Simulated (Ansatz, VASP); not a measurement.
BaF2 in VASP and in Ansatz

INCAR

```
PREC = Accurate
ENCUT = 600
EDIFF = 1E-6
ISMEAR = 0
SIGMA = 0.01
LREAL = F
LASPH = T
NELM = 120
ALGO = Normal
ISIF = 2
LWAVE = F
LCHARG = F
GGA = PE
NBANDS = 19
GGA_COMPAT = F
```

KPOINTS

```
regular mesh
0
Gamma
  6 6 6
```

POSCAR

```
BaF2
1.0
    0.0000000000      3.1837360186      3.1837360186
    3.1837360186      0.0000000000      3.1837360186
    3.1837360186      3.1837360186      0.0000000000
Ba F
1 2
Direct
    0.0000000000      0.0000000000      0.0000000000
    0.2500000000      0.2500000000      0.2500000000
    0.7500000000      0.7500000000      0.7500000000
```

Input for Ansatz:

```yaml
crystal:
  lattice:
    - [0.0, 3.1837360186, 3.1837360186]
    - [3.1837360186, 0.0, 3.1837360186]
    - [3.1837360186, 3.1837360186, 0.0]
  atoms:
    - { symbol: Ba, position: [0.0, 0.0, 0.0] }
    - { symbol: F, position: [0.25, 0.25, 0.25] }
    - { symbol: F, position: [0.75, 0.75, 0.75] }
kpoints:
  mp_grid: { grid: [6, 6, 6] }
hamiltonian:
  xc: pbe
scf:
  occupations: { method: fixed }
  n_extra_bands: 4
output:
  forces: true
  stress: true
  eigenvalues: true
```

Alike in both runs: task single point; functional PBE; k mesh 6 × 6 × 6; no spin polarisation.

|  | VASP | Ansatz |
| --- | --- | --- |
| version | VASP 6.6.1 | Ansatz 0.2.0 |
| potentials or method | VASP PAW PBE potentials, release 64 (Ba_sv, F) | plane waves, PAW |
| plane-wave cutoff (eV) | 600 | 420 |
| occupations | gaussian, width 0.01 eV | fixed |
| valence electrons in the cell | 24 | 24 |

```tsv
	VASP	Ansatz	Ansatz less VASP
gap on the k mesh at the Fermi level (eV)	6.42	6.48	+0.063
pressure (GPa)	-2.0	-2.7	-0.66
```

Neither program's run includes spin-orbit coupling.
